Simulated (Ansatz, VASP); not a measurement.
One calculation of Ba, two programs

```
CELL_PARAMETERS angstrom
0.00000 3.68811 3.68811
3.68811 0.00000 3.68811
3.68811 3.68811 0.00000
ATOMIC_POSITIONS crystal
Ba 0.12500 0.12500 0.12500
Ba 0.87500 0.87500 0.87500
```

Alike in both runs: task single point; functional r2SCAN; k mesh 8 × 8 × 8; occupations fermi-dirac, width 0.1 eV; no spin polarisation.

```csv
,VASP,Ansatz
version,VASP 6.6.1,Ansatz 0.2.0
potentials or method,"VASP PAW PBE potentials, release 64 (Ba_sv), cutoff 520 eV","plane waves (500 eV) with PAW, scalar-relativistic"
valence electrons in the cell,20,20
```

```csv
,VASP,Ansatz,Ansatz less VASP
pressure (GPa),2.1,1.3,-0.76
```

VASP's potentials were made for PBE, not for r2SCAN.

Neither program's run includes spin-orbit coupling.
